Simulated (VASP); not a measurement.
# Li2Se (Fm-3m) in VASP: dielectric tensor with PBE

Aim: the dielectric tensor of Li2Se with PBE.

Program: VASP 6.6.1. These are calculated values, not measurements. Logs are shortened: lines on timing, memory, paths and dates and some standing lists are left out, and cuts for length are marked.

## Step 1: The cell of the first run

It takes space group Fm-3m (No. 225, cubic). Conventional cell: a = 6.005 Å, b = 6.005 Å, c = 6.005 Å, α = 90.00°, β = 90.00°, γ = 90.00°. Li (site symmetry -43m) has 4 Se at 2.60 Å and 6 Li at 3.00 Å within 3.4 Å. Within 3.4 Å of Se (site symmetry m-3m) lie 8 Li at 2.60 Å.

## Step 2: Dielectric tensor, PBE

The input, INCAR:

```
PREC = Accurate ; ENCUT = 650
EDIFF = 1E-8 ; ISMEAR = 0
SIGMA = 0.01 ; LREAL = False
LASPH = True ; NELM = 120
ALGO = Normal ; ISIF = 2
LWAVE = False ; LCHARG = False
GGA = PE ; LEPSILON = True
GGA_COMPAT = False
```

The input, KPOINTS:

```
Automatic mesh
0
Gamma
  5 5 5
```

The input, POSCAR:

```
Li2Se
1.0
    0.0000000000      3.0025000000      3.0025000000
    3.0025000000      0.0000000000      3.0025000000
    3.0025000000      3.0025000000      0.0000000000
Li Se
2 1
Direct
    0.2500000000      0.2500000000      0.2500000000
    0.7500000000      0.7500000000      0.7500000000
    0.0000000000      0.0000000000      0.0000000000
```

Potentials or basis: VASP PAW PBE potentials, release 64 (Li_sv, Se).

Run with:

```bash
$ cat potpaw_PBE.64/Li_sv/POTCAR potpaw_PBE.64/Se/POTCAR > POTCAR
$ mpirun -np 1 vasp_std > vasp.out
```

OUTCAR:

```text
PREC = Accurate
   ENCUT = 650
   EDIFF = 1E-8
   ISMEAR = 0
   LREAL = False
   LASPH = True
   NELM = 120
   ISIF = 2
   GGA = PE
   LEPSILON = True

 ion  position               nearest neighbor table
   1  0.250  0.250  0.250-   3 2.60   3 2.60   3 2.60   3 2.60
   2  0.750  0.750  0.750-   3 2.60   3 2.60   3 2.60   3 2.60
   3  0.000  0.000  0.000-   1 2.60   2 2.60   2 2.60   2 2.60   2 2.60   1 2.60   1 2.60   1 2.60

  LATTYP: Found a face centered cubic cell.
 ALAT       =     6.0050000000

  Lattice vectors:

 A1 = (   0.0000000000,   3.0025000000,   3.0025000000)
 A2 = (   3.0025000000,   0.0000000000,   3.0025000000)
 A3 = (   3.0025000000,   3.0025000000,   0.0000000000)

Analysis of symmetry for initial positions (statically):
=====================================================================
 Subroutine PRICEL returns:
 Original cell was already a primitive cell.

 Routine SETGRP: Setting up the symmetry group for a
 face centered cubic supercell.

 Subroutine GETGRP returns: Found 48 space group operations
 (whereof 48 operations were pure point group operations)
 out of a pool of 48 trial point group operations.

The static configuration has the point symmetry O_h .

Analysis of symmetry for dynamics (positions and initial velocities):
=====================================================================
 Subroutine PRICEL returns:
 Original cell was already a primitive cell.

 Routine SETGRP: Setting up the symmetry group for a
 face centered cubic supercell.

 Subroutine GETGRP returns: Found 48 space group operations
 (whereof 48 operations were pure point group operations)
 out of a pool of 48 trial point group operations.

The dynamic configuration has the point symmetry O_h .

 Subroutine INISYM returns: Found 48 space group operations
 (whereof 48 operations are pure point group operations),
 and found     1 'primitive' translations

----------------------------------------------------------------------------------------

                                     Primitive cell

  volume of cell :      54.1351

  direct lattice vectors                    reciprocal lattice vectors
     0.000000000  3.002500000  3.002500000    -0.166527893  0.166527893  0.166527893
     3.002500000  0.000000000  3.002500000     0.166527893 -0.166527893  0.166527893
     3.002500000  3.002500000  0.000000000     0.166527893  0.166527893 -0.166527893

  length of vectors
     4.246176221  4.246176221  4.246176221     0.288434772  0.288434772  0.288434772

  position of ions in fractional coordinates (direct lattice)
     0.250000000  0.250000000  0.250000000
     0.750000000  0.750000000  0.750000000
     0.000000000  0.000000000  0.000000000

  ion indices of the primitive-cell ions
   primitive index   ion index
                 1           1
                 2           2
                 3           3

----------------------------------------------------------------------------------------

 KPOINTS: Automatic mesh

Automatic generation of k-mesh.
 Grid dimensions read from file:
 generate k-points for:    5    5    5

 Generating k-lattice:

  Cartesian coordinates                     Fractional coordinates (reciprocal lattice)
    -0.033305579  0.033305579  0.033305579     0.200000000  0.000000000  0.000000000
     0.033305579 -0.033305579  0.033305579     0.000000000  0.200000000  0.000000000
     0.033305579  0.033305579 -0.033305579     0.000000000  0.000000000  0.200000000

  Length of vectors
     0.057686954  0.057686954  0.057686954

  Shift w.r.t. Gamma in fractional coordinates (k-lattice)
     0.000000000  0.000000000  0.000000000

 Subroutine IBZKPT returns following result:
 ===========================================

 Found     10 irreducible k-points:

 Following reciprocal coordinates:
[... 64 lines left out ...]
 maximum number of plane-waves:      2085
   NGX = 17   NGY = 17   NGZ = 17

--------------------------------------- Ionic step        1  -------------------------------------------

 number of electron      11.9999992 magnetization

 E-fermi :   1.1121     XC(G=0):  -8.2609

 val. band max:        0.9982677157   @ k =   0.0000   0.0000   0.0000
 cond. band min:       4.2298098137   @ k =   0.4000   0.4000   0.0000
 fundamental gap:      3.2315420980
 Fermi energy:         1.1120995347

 k-point     1 :       0.0000    0.0000    0.0000
  band No.  band energies     occupation
      1     -43.7210      2.00000
      2     -43.6975      2.00000
      3     -10.3894      2.00000
      4       0.9983      2.00000
      5       0.9983      2.00000
      6       0.9983      2.00000
      7       4.3849      0.00000
      8       6.6157      0.00000
      9       6.6157      0.00000
     10       6.6157      0.00000
[... 105 lines left out ...]
 k-point    10 :      -0.4000    0.4000    0.2000
  band No.  band energies     occupation
      1     -43.7106      2.00000
      2     -43.7066      2.00000
      3      -9.9406      2.00000
      4      -1.2420      2.00000
      5      -0.6793      2.00000
      6      -0.2989      2.00000
      7       5.9088      0.00000
      8       7.4181      0.00000
      9       8.3447      0.00000
     10      10.4744      0.00000

  FORCE on cell =-STRESS in cart. coord.  units (eV):
  Direction    XX          YY          ZZ          XY          YZ          ZX
  --------------------------------------------------------------------------------------
  -------------------------------------------------------------------------------------
  Total       -0.0233200     -0.0233200     -0.0233200      0.0000000     -0.0000000      0.0000000
  in kB       -0.6901759     -0.6901759     -0.6901759      0.0000000     -0.0000000      0.0000000
  external PRESSURE =      -0.6901759 kB  Pullay stress =       0.0000000 kB

 VOLUME and BASIS-vectors are now :
 -----------------------------------------------------------------------------
  energy-cutoff  :      650.00
  volume of cell :       54.14
      direct lattice vectors                 reciprocal lattice vectors
     0.000000000  3.002500000  3.002500000    -0.166527893  0.166527893  0.166527893
     3.002500000  0.000000000  3.002500000     0.166527893 -0.166527893  0.166527893
     3.002500000  3.002500000  0.000000000     0.166527893  0.166527893 -0.166527893

 POSITION                                       TOTAL-FORCE (eV/Angst)
 -----------------------------------------------------------------------------------
      1.50125      1.50125      1.50125         0.000000      0.000000      0.000000
      4.50375      4.50375      4.50375        -0.000000     -0.000000     -0.000000
      0.00000      0.00000      0.00000         0.000000      0.000000      0.000000
 -----------------------------------------------------------------------------------
    total drift:                                0.000000      0.000000      0.000000

  FREE ENERGIE OF THE ION-ELECTRON SYSTEM (eV)
  ---------------------------------------------------
  free  energy   TOTEN  =       -11.1298027049 eV

  energy  without entropy=      -11.1298027049  energy(sigma->0) =      -11.12980270

 HEAD OF MICROSCOPIC STATIC DIELECTRIC TENSOR (INDEPENDENT PARTICLE, excluding Hartree and local field effects)
 ------------------------------------------------------
           4.881178    -0.000000     0.000000
           0.000000     4.881178     0.000000
           0.000000    -0.000000     4.881178
 ------------------------------------------------------

 Free energy of the ion-electron system (eV)
  ---------------------------------------------------
  ---------------------------------------------------
  free energy    TOTEN  =        -0.59783415 eV

  energy without entropy =       -0.59783415

------------------------ aborting loop because EDIFF is reached ----------------------------------------

--------------------------------------- Ionic step        2  -------------------------------------------

------------------------ aborting loop because EDIFF is reached ----------------------------------------

--------------------------------------- Ionic step        3  -------------------------------------------

 Free energy of the ion-electron system (eV)
  ---------------------------------------------------
  ---------------------------------------------------
  free energy    TOTEN  =        -0.59783432 eV

  energy without entropy =       -0.59783432

------------------------ aborting loop because EDIFF is reached ----------------------------------------

 PIEZOELECTRIC TENSOR FIELD DIRECTION 3  (e Angst)
 -----------------------------------------------------------------------------
     0.00051  0.00000  0.00000           (  0.00000  0.00000  0.00000)
     0.00000  0.00051 -0.00000           (  0.00000  0.00000  0.00000)
     0.00000  0.00000 -0.00212           (  0.00000  0.00000  0.00001)

 PIEZOELECTRIC TENSOR FIELD DIRECTION 3  (C/m^2)
 -----------------------------------------------------------------------------
     0.00015  0.00000  0.00000
     0.00000  0.00015 -0.00000
     0.00000  0.00000 -0.00063

 MACROSCOPIC STATIC DIELECTRIC TENSOR (including local field effects in DFT)
 ------------------------------------------------------
           4.456514    -0.000000    -0.000000
           0.000000     4.456514     0.000000
           0.000000     0.000000     4.456514
 ------------------------------------------------------

 PIEZOELECTRIC TENSOR (including local field effects)  for field in x, y, z        (e  Angst)
          XX          YY          ZZ          XY          YZ          ZX
  --------------------------------------------------------------------------------
  x     0.00000     0.00000     0.00000     0.00000     0.00000     0.00000
  y     0.00000     0.00000     0.00000     0.00000     0.00000     0.00000
  z     0.00000     0.00000     0.00000     0.00000     0.00000     0.00000

 PIEZOELECTRIC TENSOR (including local field effects)  for field in x, y, z        (C/m^2)
          XX          YY          ZZ          XY          YZ          ZX
  --------------------------------------------------------------------------------
  x     0.00000     0.00000     0.00000     0.00000     0.00000     0.00000
  y     0.00000     0.00000     0.00000     0.00000     0.00000     0.00000
  z     0.00000     0.00000     0.00000     0.00000     0.00000     0.00000

 BORN EFFECTIVE CHARGES (including local field effects) (in |e|, cummulative output)
 ---------------------------------------------------------------------------------
 ion    1
    1     0.97629     0.00000    -0.00000
    2    -0.00000     0.97629     0.00000
    3     0.00000    -0.00000     0.97629
 ion    2
    1     0.97629    -0.00000     0.00000
    2     0.00000     0.97629     0.00000
    3     0.00000     0.00000     0.97629
 ion    3
    1    -1.95258    -0.00000    -0.00000
    2    -0.00000    -1.95258    -0.00000
    3     0.00000     0.00000    -1.95258
```

Wall time 3.1 min (1 thread of Intel Xeon Platinum 8488C (Sapphire Rapids), shared host); peak memory 0.23 GiB.

What came out:

| Property | Result |
| --- | --- |
| Band gap on the k mesh | 3.23 eV, indirect (least direct gap 3.39 eV) |
| Electronic dielectric tensor (diagonal) | 4.46 |
| Born charges (mean of the diagonal) | Li +0.98; Se -1.95 e |

Electronic dielectric tensor:
```
4.46 0.00 0.00
0.00 4.46 0.00
0.00 0.00 4.46
```

Born effective charge tensors (e):
atom 1, Li
```
0.98 0.00 0.00
0.00 0.98 0.00
0.00 0.00 0.98
```
atom 2, Li
```
0.98 0.00 0.00
0.00 0.98 0.00
0.00 0.00 0.98
```
atom 3, Se
```
-1.95  0.00  0.00
 0.00 -1.95  0.00
 0.00  0.00 -1.95
```

A k mesh can miss the band edges. As with any semilocal functional, this PBE gap is likely too small.
